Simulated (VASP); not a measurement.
# Mg6O5 (a cell with a defect) in VASP: further runs

The runs below take Mg6O5 (a cell with a defect) through single point, with PBEsol.

All numbers are computed with VASP 6.6.1; they aren't measurements. Logs are shortened: lines on timing, memory, paths and dates and some standing lists are left out, and cuts for length are marked.

### Step 1. The cell of the first run

The cell holds a defect, 11 atoms: a = 5.591 Å, b = 5.591 Å, c = 5.591 Å, α = 90.00°, β = 90.00°, γ = 90.00°.

### Step 2. Single point, PBEsol (atom 9 moved 0.000 of the way to it and +0.000 Å across, host rigid)

Input file INCAR:

```
PREC     = Accurate       # precision mode
ENCUT    = 520            # plane-wave cutoff, eV
EDIFF    = 1E-6           # SCF threshold, eV
ISMEAR   = 0              # smearing method
SIGMA    = 0.05           # smearing width, eV
LREAL    = False          # projectors in reciprocal space
LASPH    = True           # aspherical terms in the spheres
NELM     = 60             # most SCF steps
ALGO     = Normal         # electronic algorithm
ISIF     = 2              # what is computed and relaxed
LWAVE    = False          # write WAVECAR
LCHARG   = False          # write CHGCAR
GGA      = PS             # functional
NBANDS   = 32             # bands
```

Input file KPOINTS:

```
Automatic mesh
0
Gamma
  4 4 4
```

Input file POSCAR:

```
Mg6O5
1.0
    5.5908553621      0.0000000000      0.0000000000
    0.0000000000      5.5908553621      0.0000000000
    0.0000000000      0.0000000000      5.5908553621
Mg O
6 5
Direct
    0.2500000000      0.0000000000      0.5000000000
    0.0000000000      0.5000000000      0.2500000000
    0.5000000000      0.7500000000      0.0000000000
    0.7500000000      0.0000000000      0.5000000000
    0.0000000000      0.5000000000      0.7500000000
    0.5000000000      0.2500000000      0.0000000000
    0.5000000000      0.0000000000      0.2500000000
    0.0000000000      0.7500000000      0.5000000000
    0.7500000000      0.5000000000      0.0000000000
    0.5000000000      0.0000000000      0.7500000000
    0.0000000000      0.2500000000      0.5000000000
```

Potentials or basis: VASP PAW PBE potentials, release 64 (Mg, O).

Launch:

```console
> cat potpaw_PBE.64/Mg/POTCAR potpaw_PBE.64/O/POTCAR > POTCAR
> mpirun -np 1 vasp_std > vasp.out
```

OUTCAR:

```text
PREC = Accurate
   ENCUT = 520
   EDIFF = 1E-6
   ISMEAR = 0
   LREAL = False
   LASPH = True
   NELM = 60
   ISIF = 2
   GGA = PS

 ion  position               nearest neighbor table
   1  0.250  0.000  0.500-   7 1.98   8 1.98  10 1.98  11 1.98   4 2.80   4 2.80   2 3.42   5 3.42
                             6 3.42   3 3.42   6 3.42   2 3.42   5 3.42   3 3.42
   2  0.000  0.500  0.250-   8 1.98   9 1.98  11 1.98   5 2.80   5 2.80   3 3.42   4 3.42   1 3.42
                             6 3.42   1 3.42   4 3.42   3 3.42   6 3.42
   3  0.500  0.750  0.000-   7 1.98   9 1.98  10 1.98   6 2.80   6 2.80   2 3.42   4 3.42   5 3.42
                             1 3.42   4 3.42   1 3.42   2 3.42   5 3.42
   4  0.750  0.000  0.500-   7 1.98   8 1.98  10 1.98  11 1.98   1 2.80   1 2.80   3 3.42   5 3.42
                             6 3.42   3 3.42   6 3.42   2 3.42   5 3.42   2 3.42
   5  0.000  0.500  0.750-   8 1.98   9 1.98  11 1.98   2 2.80   2 2.80   1 3.42   3 3.42   4 3.42
                             6 3.42   1 3.42   4 3.42   3 3.42   6 3.42
   6  0.500  0.250  0.000-   7 1.98   9 1.98  10 1.98   3 2.80   3 2.80   2 3.42   1 3.42   4 3.42
                             1 3.42   4 3.42   5 3.42   2 3.42   5 3.42
   7  0.500  0.000  0.250-   1 1.98   3 1.98   4 1.98   6 1.98
   8  0.000  0.750  0.500-   1 1.98   2 1.98   4 1.98   5 1.98
   9  0.750  0.500  0.000-   2 1.98   3 1.98   5 1.98   6 1.98
  10  0.500  0.000  0.750-   1 1.98   3 1.98   4 1.98   6 1.98
  11  0.000  0.250  0.500-   1 1.98   2 1.98   4 1.98   5 1.98

  LATTYP: Found a simple cubic cell.
 ALAT       =     5.5908553621

  Lattice vectors:

 A1 = (   5.5908553621,   0.0000000000,   0.0000000000)
 A2 = (   0.0000000000,   5.5908553621,   0.0000000000)
 A3 = (   0.0000000000,   0.0000000000,   5.5908553621)

Analysis of symmetry for initial positions (statically):
=====================================================================
 Subroutine PRICEL returns:
 Original cell was already a primitive cell.

 Routine SETGRP: Setting up the symmetry group for a
 simple cubic supercell.

 Subroutine GETGRP returns: Found  8 space group operations
 (whereof  4 operations were pure point group operations)
 out of a pool of 48 trial point group operations.

The static configuration has the point symmetry C_2v.
 The point group associated with its full space group is D_2d.

Analysis of symmetry for dynamics (positions and initial velocities):
=====================================================================
 Subroutine PRICEL returns:
 Original cell was already a primitive cell.

 Routine SETGRP: Setting up the symmetry group for a
 simple cubic supercell.

 Subroutine GETGRP returns: Found  8 space group operations
 (whereof  4 operations were pure point group operations)
 out of a pool of 48 trial point group operations.

The dynamic configuration has the point symmetry C_2v.
 The point group associated with its full space group is D_2d.

 Subroutine INISYM returns: Found  8 space group operations
 (whereof  4 operations are pure point group operations),
 and found     1 'primitive' translations

----------------------------------------------------------------------------------------

                                     Primitive cell

  volume of cell :     174.7571

  direct lattice vectors                    reciprocal lattice vectors
     5.590855362  0.000000000  0.000000000     0.178863508  0.000000000  0.000000000
     0.000000000  5.590855362  0.000000000     0.000000000  0.178863508  0.000000000
     0.000000000  0.000000000  5.590855362     0.000000000  0.000000000  0.178863508

  length of vectors
     5.590855362  5.590855362  5.590855362     0.178863508  0.178863508  0.178863508

  position of ions in fractional coordinates (direct lattice)
     0.250000000  0.000000000  0.500000000
     0.000000000  0.500000000  0.250000000
     0.500000000  0.750000000  0.000000000
     0.750000000  0.000000000  0.500000000
     0.000000000  0.500000000  0.750000000
     0.500000000  0.250000000  0.000000000
     0.500000000  0.000000000  0.250000000
     0.000000000  0.750000000  0.500000000
     0.750000000  0.500000000  0.000000000
     0.500000000  0.000000000  0.750000000
     0.000000000  0.250000000  0.500000000

  ion indices of the primitive-cell ions
   primitive index   ion index
                 1           1
                 2           2
                 3           3
                 4           4
                 5           5
                 6           6
                 7           7
                 8           8
                 9           9
                10          10
                11          11

----------------------------------------------------------------------------------------

 KPOINTS: Automatic mesh

Automatic generation of k-mesh.
 Grid dimensions read from file:
 generate k-points for:    4    4    4

 Generating k-lattice:

  Cartesian coordinates                     Fractional coordinates (reciprocal lattice)
     0.044715877  0.000000000  0.000000000     0.250000000  0.000000000  0.000000000
     0.000000000  0.044715877  0.000000000     0.000000000  0.250000000  0.000000000
     0.000000000  0.000000000  0.044715877     0.000000000  0.000000000  0.250000000

  Length of vectors
     0.044715877  0.044715877  0.044715877

  Shift w.r.t. Gamma in fractional coordinates (k-lattice)
     0.000000000  0.000000000  0.000000000

 Subroutine IBZKPT returns following result:
 ===========================================

 Found     18 irreducible k-points:

 Following reciprocal coordinates:
            Coordinates               Weight
  0.000000  0.000000  0.000000      1.000000
  0.250000  0.000000  0.000000      2.000000
  0.000000  0.250000  0.000000      4.000000
  0.500000  0.000000  0.000000      1.000000
  0.000000  0.500000  0.000000      2.000000
  0.250000  0.250000  0.000000      8.000000
[... 10 lines left out ...]
  0.250000  0.500000  0.500000      2.000000
  0.500000  0.500000  0.500000      1.000000
   k-points           NKPTS =     18   k-points in BZ     NKDIM =     18   number of bands    NBANDS=     32
   number of dos      NEDOS =    301   number of ions     NIONS =     11
   total plane-waves  NPLWV =  74088
   dimension x,y,z NGX =    42 NGY =   42 NGZ =   42
   dimension x,y,z NGXF=    84 NGYF=   84 NGZF=   84
   ions per type =               6   5
   NGX,Y,Z   is equivalent  to a cutoff of  12.49, 12.49, 12.49 a.u.
   NGXF,Y,Z  is equivalent  to a cutoff of  24.98, 24.98, 24.98 a.u.
 SYSTEM =  unknown system
   PREC   = accura    normal or accurate (medium, high low for compatibility)
   ISTART =      0    job   : 0-new  1-cont  2-samecut
   ICHARG =      2    charge: 1-file 2-atom 10-const
   ISPIN  =      1    spin polarized calculation?
   LNONCOLLINEAR =      F non collinear calculations
   LSORBIT =      F    spin-orbit coupling
   LASPH  =      T    aspherical Exc in radial PAW
   ENCUT  =  520.0 eV  38.22 Ry    6.18 a.u.  10.40 10.40 10.40*2*pi/ulx,y,z
   NELM   =     60;   NELMIN=  2; NELMDL= -5     # of ELM steps
   EDIFF  = 0.1E-05   stopping-criterion for ELM
   LREAL  =      F    real-space projection
   EDIFFG = 0.1E-04   stopping-criterion for IOM
   NSW    =      0    number of steps for IOM
   IBRION =     -1    ionic relax: 0-MD 1-quasi-New 2-CG
   NFREE  =      0    steps in history (QN), initial steepest desc. (CG)
   ISIF   =      2    stress and relaxation
   ISYM   =      2    0-nonsym 1-usesym 2-fastsym
   POTIM  = 0.5000    time-step for ionic-motion
   TEBEG  =    0.0;   TEEND  =   0.0 temperature during run
   PSTRESS=    0.0 pullay stress
   NELECT =      42.0000    total number of electrons
   NUPDOWN=      -1.0000    fix difference up-down
   EMIN   =  10.00;   EMAX   =-10.00  energy-range for DOS
   EFERMI =   0.00;   METHOD = LEGACY
   ISMEAR =     0;   SIGMA  =   0.05  broadening in eV -4-tet -1-fermi 0-gaus
   EFERMI_NEDOS =   21; number of points for ismear=-14 and -15
   IALGO  =     38    algorithm
   IMIX   =      4    mixing-type and parameters
     AMIX     =   0.40;   BMIX     =  1.00
     AMIX_MAG =   1.60;   BMIX_MAG =  1.00
  volume/ion in A,a.u.               =      15.89       107.21
  Fermi-wavevector in a.u.,A,eV,Ry     =   1.017840  1.923439 14.095622  1.035999
  Thomas-Fermi vector in A             =   2.151264
   LORBIT       =      0    0 simple, 1 ext, 2 COOP (PROOUT), +10 PAW based schemes
   GGA     = PS    functional components
   LHFCALC =     F    Hartree Fock is set to
   AEXX    =    0.0000 exact exchange contribution
   IVDW    =     0    specifies the selected vdW correction
   LEPSILON=     F    determine dielectric tensor
   LRPA    =     F    only Hartree local field effects (RPA)
 non-spin polarized calculation
 Gauss-broadening in eV      SIGMA  =   0.05
  energy-cutoff  :      520.00
  volume of cell :      174.76
 maximum number of plane-waves:      4729
 NGX is ok and might be reduce to    42
   NGX = 21   NGY = 21   NGZ = 21

 number of electron      41.9999969 magnetization

 Free energy of the ion-electron system (eV)
  ---------------------------------------------------
  ext. energy  EPLUGINS =         0.00000000
  ---------------------------------------------------
  free energy    TOTEN  =       -61.45644575 eV

  energy without entropy =      -61.45644575  energy(sigma->0) =      -61.45644575

 E-fermi :   2.4180     XC(G=0):  -8.5965

 val. band max:        2.1630700608   @ k =   0.5000   0.5000   0.5000
 cond. band min:       3.2253902095   @ k =   0.0000   0.5000   0.0000
 fundamental gap:      1.0623201488
 Fermi energy:         2.4180238790

 k-point     1 :       0.0000    0.0000    0.0000
  band No.  band energies     occupation
      1     -16.4224      2.00000
      2     -16.1121      2.00000
      3     -15.9671      2.00000
      4     -15.5152      2.00000
      5     -15.5152      2.00000
      6      -3.6642      2.00000
[... 619 lines left out ...]
     31      10.5640      0.00000
     32      10.8472      0.00000

------------------------ aborting loop because EDIFF is reached ----------------------------------------

  FORCE on cell =-STRESS in cart. coord.  units (eV):
  Direction    XX          YY          ZZ          XY          YZ          ZX
  --------------------------------------------------------------------------------------
  -------------------------------------------------------------------------------------
  Total       -1.5175715      0.6748001      0.6748001      0.0000000      0.0000000      0.0000000
  in kB      -13.9131344      6.1865847      6.1865847      0.0000000      0.0000000      0.0000000
  external PRESSURE =      -0.5133217 kB  Pullay stress =       0.0000000 kB

 VOLUME and BASIS-vectors are now :
 -----------------------------------------------------------------------------
  energy-cutoff  :      520.00
  volume of cell :      174.76
      direct lattice vectors                 reciprocal lattice vectors
     5.590855362  0.000000000  0.000000000     0.178863508  0.000000000  0.000000000
     0.000000000  5.590855362  0.000000000     0.000000000  0.178863508  0.000000000
     0.000000000  0.000000000  5.590855362     0.000000000  0.000000000  0.178863508

 POSITION                                       TOTAL-FORCE (eV/Angst)
 -----------------------------------------------------------------------------------
      1.39771      0.00000      2.79543         0.000000     -0.000000     -0.000000
      0.00000      2.79543      1.39771         0.078861     -0.000000      0.361687
      2.79543      4.19314      0.00000        -0.078861      0.361687     -0.000000
      4.19314      0.00000      2.79543         0.000000     -0.000000     -0.000000
      0.00000      2.79543      4.19314         0.078861     -0.000000     -0.361687
      2.79543      1.39771      0.00000        -0.078861     -0.361687     -0.000000
      2.79543      0.00000      1.39771         0.103393     -0.000000     -0.069882
      0.00000      4.19314      2.79543        -0.103393     -0.069882     -0.000000
      4.19314      2.79543      0.00000         0.000000     -0.000000     -0.000000
      2.79543      0.00000      4.19314         0.103393     -0.000000      0.069882
      0.00000      1.39771      2.79543        -0.103393      0.069882     -0.000000
 -----------------------------------------------------------------------------------
    total drift:                               -0.000000      0.000000     -0.000000

  FREE ENERGIE OF THE ION-ELECTRON SYSTEM (eV)
  ---------------------------------------------------
  free  energy   TOTEN  =       -61.4564457520 eV

  energy  without entropy=      -61.4564457520  energy(sigma->0) =      -61.45644575
```

Run time: 54 s. Hardware: 1 thread of Intel Xeon 6975P-C (Granite Rapids), shared host; peak memory 0.28 GiB.

Results:

- Free energy: -61.4564 eV
- Pressure: -0.1 GPa
- Largest force: 0.370 eV/Å
- Band gap on the k mesh: 1.06 eV

Forces on the atoms (eV/Å):
```
Mg   0.000  0.000  0.000
Mg   0.079  0.000  0.362
Mg  -0.079  0.362  0.000
Mg   0.000  0.000  0.000
Mg   0.079  0.000 -0.362
Mg  -0.079 -0.362  0.000
O    0.103  0.000 -0.070
O   -0.103 -0.070  0.000
O    0.000  0.000  0.000
O    0.103  0.000  0.070
O   -0.103  0.070  0.000
```

Stress tensor (GPa, compression positive):
```
-1.39  0.00  0.00
 0.00  0.62  0.00
 0.00  0.00  0.62
```

Caveat: the cell differs from its parent crystal (atom 9 moved 0.000 of the way to it and +0.000 Å across, host rigid); the PAW data sets were made with another functional, which shifts forces and pressure a little.

(Part 1 of 2 ends here.)
